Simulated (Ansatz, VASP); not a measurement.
## MnO: VASP beside Ansatz

```
Mn O
1.0
     0.00000    2.23864    2.23864
     2.23864    0.00000    2.23864
     2.23864    2.23864    0.00000
Mn O
1 1
Direct
  0.00000 0.00000 0.00000
  0.50000 0.50000 0.50000
```

Alike in both runs: task single point; functional LDA; k mesh 10 × 10 × 10; occupations fermi-dirac, width 0.05 eV; collinear spin.

|  | VASP | Ansatz |
| --- | --- | --- |
| version | VASP 6.6.1 | Ansatz 0.2.0 |
| potentials or method | VASP PAW LDA potentials, release 64 (Mn_sv, O) | PseudoDojo standard (LDA files) |
| plane-wave cutoff (eV) | 700 | 1306 |
| valence electrons in the cell | 21 | 21 |

```tsv
	VASP	Ansatz	Ansatz less VASP
gap on the k mesh at the Fermi level (eV)	none	none	-
net moment per atom (μB)	2.30	2.36	+0.068
size of the moment on the site where the two differ most (μB)	0.19	0.24	+0.052
```

LDA's correlation is that of Perdew and Zunger in VASP and of Perdew and Wang (1992) in Ansatz. Site moments also hang on the region over which each program counts them. A gap of «none» marks a metal or a gap that the smearing closes.
